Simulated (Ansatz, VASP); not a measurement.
# Si2W: VASP beside Ansatz

```
CELL_PARAMETERS angstrom
4.61685 0.00000 0.00000
-2.30843 3.99831 0.00000
0.00000 0.00000 6.65322
ATOMIC_POSITIONS crystal
W 0.50000 0.00000 0.50000
W 0.50000 0.50000 0.83333
W 0.00000 0.50000 0.16667
Si 0.32725 0.16363 0.16667
Si 0.83637 0.16363 0.83333
Si 0.16363 0.32725 0.50000
Si 0.67275 0.83637 0.16667
Si 0.16363 0.83637 0.83333
Si 0.83637 0.67275 0.50000
```

Alike in both runs: functional BLYP; k mesh 7 × 7 × 4; occupations fermi-dirac, width 0.05 eV; no spin polarisation.

|  | VASP | Ansatz |
| --- | --- | --- |
| version | VASP 6.6.1 | Ansatz 0.2.0 |
| potentials or method | VASP PAW PBE potentials, release 64 (W_sv, Si) | Ansatz PAW |
| plane-wave cutoff (eV) | 520 | 420 |
| valence electrons in the cell | 66 | 66 |
| task | single point | band structure |

|  | VASP | Ansatz | Ansatz less VASP |
| --- | --- | --- | --- |
| gap on the k mesh at the Fermi level (eV) | 0.20 | 0.21 | +0.009 |
| least direct gap on the mesh (eV) | 0.64 | 0.64 | 0.000 |
| pressure (GPa) | 9.5 | 8.4 | -1.11 |
| traceless stress, the component that is largest in VASP (GPa) | -0.84 | -0.82 | +0.017 |

VASP's potentials were made for PBE, not for BLYP. The functional is the same, so the differences come from potentials, cutoffs and numerics.

Neither program's run includes spin-orbit coupling. Noted on Ansatz's run: the k mesh misses the band edges, so the gap on the mesh is wider than the one along the path.
